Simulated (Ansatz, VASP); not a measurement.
# Hf in VASP and in Ansatz

File INCAR:

```
SYSTEM = Hf
PREC     = Accurate       ! precision mode
ENCUT    = 520            ! plane-wave cutoff, eV
EDIFF    = 1E-6           ! SCF threshold, eV
ISMEAR   = 0              ! smearing method
SIGMA    = 0.1            ! smearing width, eV
LREAL    = .False.        ! projectors in reciprocal space
LASPH    = .True.         ! aspherical terms in the spheres
NELM     = 80             ! most SCF steps
ALGO     = Normal         ! electronic algorithm
ISIF     = 2              ! what is computed and relaxed
LWAVE    = .False.        ! write WAVECAR
LCHARG   = .False.        ! write CHGCAR
GGA      = PE             ! functional
NBANDS   = 17             ! bands
```

Contents of KPOINTS:

```
regular mesh
0
Gamma
  6 6 4
  0 0 0
```

Contents of POSCAR:

```
Hf
1.0
    3.2000007099      0.0000000000      0.0000000000
   -1.6000003549      2.7712819069      0.0000000000
    0.0000000000      0.0000000000      5.0624011231
Hf
2
Direct
    0.3333333333      0.6666666667      0.7500000000
    0.6666666667      0.3333333333      0.2500000000
```

Input for Ansatz:

```yaml
crystal:
  lattice:
    - [3.2000007099, 0.0, 0.0]
    - [-1.6000003549, 2.7712819069, 0.0]
    - [0.0, 0.0, 5.0624011231]
  atoms:
    - { symbol: Hf, position: [0.3333333333, 0.6666666667, 0.75] }
    - { symbol: Hf, position: [0.6666666667, 0.3333333333, 0.25] }
basis:
  ecutwfc: 420
kpoints:
  mp_grid: { grid: [6, 6, 4] }
hamiltonian:
  xc: pbe
scf:
  occupations: { method: gaussian, width: 0.1 }
output:
  forces: true
  stress: true
  eigenvalues: true
```

Alike in both runs: task single point; functional PBE; k mesh 6 × 6 × 4; occupations gaussian, width 0.1 eV; no spin polarisation.

|  | VASP | Ansatz |
| --- | --- | --- |
| version | VASP 6.6.1 | Ansatz 0.2.0 |
| potentials or method | VASP PAW PBE potentials, release 64 (Hf_pv), cutoff 520 eV | scalar-relativistic, plane waves, PAW |
| valence electrons in the cell | 20 | 52 |

Ansatz gave:

| Property | Result |
| --- | --- |
| gap on the k mesh at the Fermi level (eV) | none |
| pressure (GPa) | 0.7 |
| traceless stress, the component that is largest in VASP (GPa) | 0.61 |

Problem. What did VASP give for the same quantities?

Solution. gap on the k mesh at the Fermi level (eV): none; pressure (GPa): 0.2; traceless stress, the component that is largest in VASP (GPa): 0.53.

A gap of «none» marks a metal or a gap that the smearing closes. With one functional, cell and mesh, what is left measures potentials, basis and numerics. VASP's potentials hold 20 valence electrons a cell and Ansatz's 52, so a difference there can come from the potentials and not from the codes.

The k mesh is coarse, so the values compare programs but aren't converged. Spin-orbit coupling is off throughout.
